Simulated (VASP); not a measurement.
Eu, 2 atoms in the cell. It takes space group P6_3/mmc (No. 194, hexagonal). Conventional cell: a = 3.999 Å, b = 3.999 Å, c = 6.415 Å, α = 90.00°, β = 90.00°, γ = 120.00°. Eu (site symmetry -6m2) has 12 Eu at 3.95 to 4.00 Å within 5.2 Å.  This cell differs from its parent crystal: volume scaled by 1.06.

- Program: VASP 6.6.1
- Task: electric field gradients
- Functional: PBE
- Potentials or basis: VASP PAW PBE potentials, release 64 (Eu)
- Cutoff: 520 eV
- k mesh: 12 × 12 × 6
- Occupations: fermi-dirac, width 0.05 eV
- Spin: collinear spin, ferromagnetic start
- Starting moments: [7.0, 7.0] μB
- Dipole correction: no
- Further INCAR settings: ALGO = Normal; EDIFF = 1e-08; NBANDS = 28

Potentials or basis: VASP PAW PBE potentials, release 64 (Eu).

The run is started by

```console
$ cat potpaw_PBE.64/Eu/POTCAR > POTCAR
$ mpirun -np 1 vasp_std > vasp.out
```

Hardware: 1 thread of Intel Xeon 8259CL (shared host).

Q: How long does it take, and how much memory?

A: Run time: 16 min on 1 thread of Intel Xeon 8259CL (shared host), peak memory 0.44 GiB. Counts: scf iterations 22, k points 76.
